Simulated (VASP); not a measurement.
A run of VASP 6.6.1:

The input INCAR:

```
SYSTEM = Pd
ALGO = Normal
EDIFF = 1E-6
ENCUT = 520
GGA = CA
GGA_COMPAT = .False.
ISIF = 2
ISMEAR = -1
LASPH = .True.
LCHARG = .False.
LMAXMIX = 4
LNONCOLLINEAR = .True.
LORBIT = 11
LORBMOM = .True.
LREAL = .False.
LSORBIT = .True.
LWAVE = .False.
MAGMOM = 0 0 0
NBANDS = 21
NELM = 150
PREC = Accurate
SIGMA = 0.1
```

File KPOINTS:

```
k-points
0
Gamma
  26 26 26
  0 0 0
```

Contents of POSCAR:

```
Pd
1.0
    0.0000000000      1.7527702153      1.7527702153
    1.7527702153      0.0000000000      1.7527702153
    1.7527702153      1.7527702153      0.0000000000
Pd
1
Direct
    0.0000000000      0.0000000000      0.0000000000
```

Potentials or basis: VASP PAW LDA potentials, release 64 (Pd).

Command:

```bash
$ cat potpaw_LDA.64/Pd/POTCAR > POTCAR
$ mpirun -np 1 vasp_ncl > vasp.out
```

Hardware: 1 thread of Intel(R) Xeon(R) 6975P-C (Granite Rapids), with other jobs on the host.

Q: How long does it take, and how much memory?

A: Wall time 120 s on 1 thread of Intel(R) Xeon(R) 6975P-C (Granite Rapids), with other jobs on the host, peak memory 0.26 GiB. Counts: scf iterations 12, k points 511.
